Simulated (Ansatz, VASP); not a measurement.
## Ga in VASP and in Ansatz

```
Ga
1.0
     1.45000   -4.06500    0.00000
     1.45000    4.06500    0.00000
     0.00000    0.00000    3.17000
Ga
2
Direct
  0.86700 0.13300 0.25000
  0.13300 0.86700 0.75000
```

Alike in both runs: task electric field gradients; functional PBE; k mesh 15 × 15 × 13; occupations fermi-dirac, width 0.05 eV; no spin polarisation.

|  | VASP | Ansatz |
| --- | --- | --- |
| version | VASP 6.6.1 | Ansatz 0.2.0 |
| potentials or method | VASP PAW PBE potentials, release 64 (Ga_d) | PAW with Ansatz's default frozen-core files, scalar-relativistic |
| plane-wave cutoff (eV) | 520 | 420 |
| valence electrons in the cell | 26 | 26 |

VASP gave:

| Quantity | Value |
| --- | --- |
| pressure (GPa) | 1.7 |
| traceless stress, the component that is largest in VASP (GPa) | -1.59 |
| rms of the force components (eV/Å) | 0.116 |
| size of Vzz on the site where it differs most (V/Å²) | 24.0 |

Q: What did Ansatz give for the same quantities?

A: Pressure (GPa): 1.5; traceless stress, the component that is largest in VASP (GPa): -1.57; rms of the force components (eV/Å): 0.115; size of Vzz on the site where it differs most (V/Å²): 25.4.

Atom by atom the forces differ by 0.001 eV/Å (rms over components).
